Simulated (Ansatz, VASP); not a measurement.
One calculation of LiH, two programs

```xyz
64
Lattice="8.1400 0.0000 0.0000 0.0000 8.1400 0.0000 0.0000 0.0000 8.1400" Properties=species:S:1:pos:R:3 pbc="T T T"
Li   -0.0200    0.0000    0.0000
Li    0.0000    2.0350    2.0350
Li    2.0350    0.0000    2.0350
Li    2.0350    2.0350    0.0000
Li    0.0000    0.0000    4.0700
Li    0.0000    2.0350    6.1050
Li    2.0350    0.0000    6.1050
Li    2.0350    2.0350    4.0700
Li    0.0000    4.0700    0.0000
Li    0.0000    6.1050    2.0350
Li    2.0350    4.0700    2.0350
Li    2.0350    6.1050    0.0000
Li    0.0000    4.0700    4.0700
Li    0.0000    6.1050    6.1050
Li    2.0350    4.0700    6.1050
Li    2.0350    6.1050    4.0700
Li    4.0700    0.0000    0.0000
Li    4.0700    2.0350    2.0350
Li    6.1050    0.0000    2.0350
Li    6.1050    2.0350    0.0000
Li    4.0700    0.0000    4.0700
Li    4.0700    2.0350    6.1050
Li    6.1050    0.0000    6.1050
Li    6.1050    2.0350    4.0700
Li    4.0700    4.0700    0.0000
Li    4.0700    6.1050    2.0350
Li    6.1050    4.0700    2.0350
Li    6.1050    6.1050    0.0000
Li    4.0700    4.0700    4.0700
Li    4.0700    6.1050    6.1050
Li    6.1050    4.0700    6.1050
Li    6.1050    6.1050    4.0700
H     2.0350    0.0000    0.0000
H     2.0350    2.0350    2.0350
H     0.0000    0.0000    2.0350
H     0.0000    2.0350    0.0000
H     2.0350    0.0000    4.0700
H     2.0350    2.0350    6.1050
H     0.0000    0.0000    6.1050
H     0.0000    2.0350    4.0700
H     2.0350    4.0700    0.0000
H     2.0350    6.1050    2.0350
H     0.0000    4.0700    2.0350
H     0.0000    6.1050    0.0000
H     2.0350    4.0700    4.0700
H     2.0350    6.1050    6.1050
H     0.0000    4.0700    6.1050
H     0.0000    6.1050    4.0700
H     6.1050    0.0000    0.0000
H     6.1050    2.0350    2.0350
H     4.0700    0.0000    2.0350
H     4.0700    2.0350    0.0000
H     6.1050    0.0000    4.0700
H     6.1050    2.0350    6.1050
H     4.0700    0.0000    6.1050
H     4.0700    2.0350    4.0700
H     6.1050    4.0700    0.0000
H     6.1050    6.1050    2.0350
H     4.0700    4.0700    2.0350
H     4.0700    6.1050    0.0000
H     6.1050    4.0700    4.0700
H     6.1050    6.1050    6.1050
H     4.0700    4.0700    6.1050
H     4.0700    6.1050    4.0700
```

Alike in both runs: task single point; functional PBE; k mesh 3 × 3 × 3; no spin polarisation.

```csv
,VASP,Ansatz
version,VASP 6.6.1,Ansatz 0.2.0
potentials or method,"VASP PAW PBE potentials, release 64 (Li_sv, H)","scalar-relativistic, plane waves, PAW"
plane-wave cutoff (eV),520,420
occupations,"gaussian, width 0.01 eV",fixed
valence electrons in the cell,128,128
```

|  | VASP | Ansatz | Ansatz less VASP |
| --- | --- | --- | --- |
| gap on the k mesh at the Fermi level (eV) | 3.01 | 3.02 | +0.007 |
| least direct gap on the mesh (eV) | 3.01 | 3.02 | +0.007 |
| rms of the force components (eV/Å) | 0.005 | 0.005 | +0.0001 |

Noted on VASP's run: the cutoff is short for stress, so the pressure is rough.
